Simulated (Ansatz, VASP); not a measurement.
## Pd in VASP and in Ansatz

```
Pd
1.0
     2.57103    0.00000    0.00000
     0.00000    2.57103    0.00000
     0.00000    0.00000    2.57103
Pd
1
Direct
  0.00000 0.00000 0.00000
```

Alike in both runs: task single point; functional RPBE; k mesh 13 × 13 × 13; occupations fermi-dirac, width 0.05 eV; collinear spin.

|  | VASP | Ansatz |
| --- | --- | --- |
| version | VASP 6.6.1 | Ansatz 0.2.0 |
| potentials or method | VASP PAW PBE potentials, release 64 (Pd), cutoff 520 eV | plane waves (420 eV) with PAW, scalar-relativistic |
| valence electrons in the cell | 10 | 18 |

Ansatz gave:

```
pressure (GPa)           : 10.8
net moment per atom (μB) : 0.00
```

Task: Which values does VASP return?

Result: Pressure (GPa): 10.4; net moment per atom (μB): 0.00.

VASP's potentials were made for PBE, not for RPBE. VASP's potentials hold 10 valence electrons a cell and Ansatz's 18, so a difference there can come from the potentials and not from the codes. Ansatz's warnings: seeded moment not kept.
